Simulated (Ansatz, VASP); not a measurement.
## Two plane-wave programs on Ge

```
CELL_PARAMETERS angstrom
0.00000 -2.83786 -2.83786
0.00000 2.83786 -2.83786
5.67572 0.00000 0.00000
ATOMIC_POSITIONS crystal
Ge 0.55827 0.49423 0.00000
Ge 0.94173 0.00577 0.50000
Ge 0.05827 0.50577 0.25000
Ge 0.44173 0.99423 0.75000
```

Change from the starting cell: mode 4 frozen in at -0.235 Å and mode 12 at +0.000 Å (largest displacements).

Alike in both runs: task single point; functional PBEsol; k mesh 12 × 12 × 8; occupations gaussian, width 0.15 eV; no spin polarisation.

```csv
,VASP,Ansatz
version,VASP 6.6.1,Ansatz 0.2.0
potentials or method,"VASP PAW PBE potentials, release 64 (Ge_d), cutoff 520 eV","scalar-relativistic, plane waves, PAW"
valence electrons in the cell,56,56
```

|  | VASP | Ansatz | Ansatz less VASP |
| --- | --- | --- | --- |
| gap on the k mesh at the Fermi level (eV) | none | none | - |
| pressure (GPa) | -0.9 | -0.8 | +0.07 |
| traceless stress, the component that is largest in VASP (GPa) | 0.61 | 0.62 | +0.011 |
| rms of the force components (eV/Å) | 0.316 | 0.315 | -0.0009 |

VASP's potentials were made for PBE, not for PBEsol, and Ansatz warns of the same on its side. Atom by atom the forces differ by 0.002 eV/Å (rms over components). A gap of «none» marks a metal or a gap that the smearing closes.
